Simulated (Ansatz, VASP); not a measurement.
# Ti3Si: VASP beside Ansatz

```
CELL_PARAMETERS angstrom
5.63131 0.00000 0.00000
-2.81566 4.87686 0.00000
0.00000 0.00000 4.50545
ATOMIC_POSITIONS crystal
Ti 0.34322 0.17161 0.75000
Ti 0.82839 0.17161 0.75000
Ti 0.82839 0.65678 0.75000
Ti 0.65678 0.82839 0.25000
Ti 0.17161 0.82839 0.25000
Ti 0.17161 0.34322 0.25000
Si 0.33333 0.66667 0.75000
Si 0.66667 0.33333 0.25000
```

Alike in both runs: functional PBEsol; k mesh 6 × 6 × 8; occupations gaussian, width 0.1 eV; no spin polarisation.

Ansatz relaxed the structure, and its values are those at the end. VASP's run is a single point on that final structure, the one shown.

|  | VASP | Ansatz |
| --- | --- | --- |
| version | VASP 6.6.1 | Ansatz 0.2.0 |
| potentials or method | VASP PAW PBE potentials, release 64 (Ti_sv, Si), cutoff 520 eV | scalar-relativistic, plane waves, PAW |
| valence electrons in the cell | 80 | 80 |

|  | VASP | Ansatz | Ansatz less VASP |
| --- | --- | --- | --- |
| gap on the k mesh at the Fermi level (eV) | none | none | - |
| pressure (GPa) | -3.4 | -3.3 | +0.05 |

VASP's potentials were made for PBE, not for PBEsol. A gap of «none» marks a metal or a gap that the smearing closes. Ansatz's warnings: stress scf threshold loose.
